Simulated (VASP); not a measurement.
Si3C2:

```
Si C
1.0
     3.51781    0.00000    0.00000
     0.00000    3.56875    0.00000
     0.00000    0.00000    6.15236
Si C
3 2
Direct
  0.50000 0.00000 0.81420
  0.50000 0.00000 0.15643
  0.00000 0.00000 0.35889
  0.00000 0.50000 0.00345
  0.50000 0.50000 0.49503
```

The cell was built from a structure type or drawn by symmetry, and may not be a known phase.

```yaml
Program: VASP 6.6.1
Task: relaxation of cell and atoms
Functional: PBE
Potentials_or_basis: VASP PAW PBE potentials, release 64 (Si, C)
Cutoff: 600 eV
k_mesh: 6 × 6 × 4
Occupations: gaussian, width 0.1 eV
Spin: no spin polarisation
```

At the start: pressure -7.8 GPa; volume 15.45 Å³/atom.

Q: How do energy, volume and symmetry change on relaxing?

A: Over 33 steps the energy falls by 1547.2 meV/atom and the volume is 10.57 Å³/atom (-31.5 %); space group Pmm2 (No. 25, to 0.1 Å) before and after.

The path:
```csv
step,energy change (eV),largest force (eV/Å),pressure (GPa),volume (Å³)
1,0.0000,4.2568,-7.81,77.24
2,-2.4748,2.6026,-14.50,68.64
3,-3.6988,2.8328,-8.44,60.16
4,-5.2137,3.4076,15.32,50.21
5,-5.2210,2.9156,12.45,50.81
6,-6.0167,4.6451,18.85,49.48
7,-6.0236,4.5775,18.07,49.58
8,-6.7977,1.0881,-0.89,53.73
9,-6.7990,1.0860,-1.43,53.92
10,-6.9048,1.1049,-0.57,53.70
11,-6.9199,1.0728,0.08,53.59
12,-6.9999,1.1047,1.21,53.51
13,-7.1959,1.1977,4.73,53.28
14,-7.2267,3.1309,10.51,52.82
15,-7.2906,1.7677,7.70,53.06
16,-7.3289,1.7604,6.83,53.29
17,-7.4235,1.7051,4.14,54.00
18,-7.4969,1.5157,-1.12,55.43
19,-7.5380,1.2914,-1.55,55.37
20,-7.5998,0.7149,-2.62,55.21
21,-7.6016,0.7626,-2.78,55.18
22,-7.6332,0.7048,-1.82,54.64
23,-7.6867,0.5566,1.31,53.06
24,-7.6901,0.4952,2.58,52.50
25,-7.7115,0.3899,1.25,52.77
26,-7.7201,0.3120,0.01,53.08
27,-7.7259,0.2073,-0.14,53.11
28,-7.7303,0.1341,-0.36,53.15
29,-7.7341,0.1059,0.00,52.99
30,-7.7347,0.0946,0.24,52.90
31,-7.7355,0.0578,-0.32,52.98
32,-7.7355,0.0454,-0.21,52.96
33,-7.7358,0.0305,0.06,52.87
```

Final structure:
```cif
data_structure
_symmetry_space_group_name_H-M 'P 1'
_symmetry_Int_Tables_number 1
_cell_length_a 2.8058
_cell_length_b 2.7338
_cell_length_c 6.8927
_cell_angle_alpha 90.000
_cell_angle_beta 90.000
_cell_angle_gamma 90.000
_cell_volume 52.87
loop_
_atom_site_label
_atom_site_type_symbol
_atom_site_fract_x
_atom_site_fract_y
_atom_site_fract_z
_atom_site_occupancy
Si1 Si 0.50000 0.00000 0.71588 1
Si2 Si 0.50000 0.00000 0.07031 1
Si3 Si 0.00000 0.00000 0.39556 1
C1 C 0.00000 0.50000 0.12865 1
C2 C 0.50000 0.50000 0.51759 1
```

Caveat: the volume moved by over 15 % at a fixed basis, so the end points are rough.
